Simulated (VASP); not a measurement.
Here is a VASP 6.6.1 calculation.

The input POSCAR:

```
Sb
1.0
    3.3690001795      0.0000000000      0.0000000000
   -1.6845000898      2.9176397408      0.0000000000
    0.0000000000      0.0000000000      5.3300000000
Sb
2
Direct
    0.3333333333      0.6666666667      0.2500000000
    0.6666666667      0.3333333333      0.7500000000
```

The input INCAR.step1:

```
  ALGO = Normal
  EDIFF = 1E-4
  ENCUT = 520
  GGA = PE
  ISMEAR = -1
  LASPH = T
  LCHARG = F
  LREAL = F
  LWAVE = T
  NBANDS = 12
  NELM = 60
  PREC = Accurate
  SIGMA = 0.03
```

Contents of INCAR.step2:

```
  ALGO = Normal
  EDIFF = 1E-8
  ENCUT = 520
  ISIF = 2
  ISMEAR = -1
  ISTART = 1
  LASPH = T
  LCHARG = F
  LEFG = T
  LMIXTAU = T
  LREAL = F
  LWAVE = F
  METAGGA = R2SCAN
  NBANDS = 12
  NELM = 60
  PREC = Accurate
  SIGMA = 0.03
```

Contents of KPOINTS:

```
k-points
0
Gamma
  12 12 7
```

Potentials or basis: VASP PAW PBE potentials, release 64 (Sb).

The run is started by

```sh
$ cat potpaw_PBE.64/Sb/POTCAR > POTCAR
$ cp INCAR.step1 INCAR
$ mpirun -np 1 vasp_std > vasp.out
$ cp INCAR.step2 INCAR
$ mpirun -np 1 vasp_std > vasp.out
```

Task: Estimate the band gap on the k mesh.

Result: Zero (bands 5 and 6 overlap by 7.35 eV).

Task: Estimate the pressure.

Result: 2.2 GPa.

Stress tensor (GPa, compression positive):
```
2.73 0.00 0.00
0.00 2.73 0.00
0.00 0.00 1.22
```

Caveat: without QUAD_EFG the Cq values of the log hold for a quadrupole moment of 1 mb, not for the nuclei; the PAW data sets were made with another functional, which shifts forces and pressure a little; spin-orbit coupling is left out, which moves the levels of the heavy elements.
